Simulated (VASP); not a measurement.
BeCr3:

```
Cr Be
1.0
     3.51121    0.00000    0.00000
     0.00000    3.51121    0.00000
     0.00000    0.00000    3.51121
Cr Be
3 1
Cartesian
  1.7556 1.7556 0.0000
  1.7556 0.0000 1.7556
  0.0000 1.7556 1.7556
  0.0000 0.0000 0.0000
```

Base run:

```yaml
Program: VASP 6.6.1
Functional: PBE
Potentials_or_basis: VASP PAW PBE potentials, release 64 (Cr_sv, Be)
Cutoff: 600 eV
k_mesh: 6 × 6 × 6
Occupations: fermi-dirac, width 0.05 eV
Spin: collinear spin, ferromagnetic start
Starting_moments: "[1.5, 1.5, 1.5, 0.0] μB"
Fixed_moment: 4.5 μB
```

Its results: pressure 9.2 GPa; site moments Cr +1.29; Be -0.03 μB.

Task: The run is repeated on the same cell with these changes: fixed moment from 4.5 μB to 13.5 μB; moments at the start from [1.5, 1.5, 1.5, 0.0] to [4.5, 4.5, 4.5, 0.0]. What comes out?

Result: Pressure 86.6 GPa; site moments Cr +3.47; Be +0.16 μB.

Caveats: the cell stands under pressure; the total moment is fixed, so each spin has its own Fermi level.
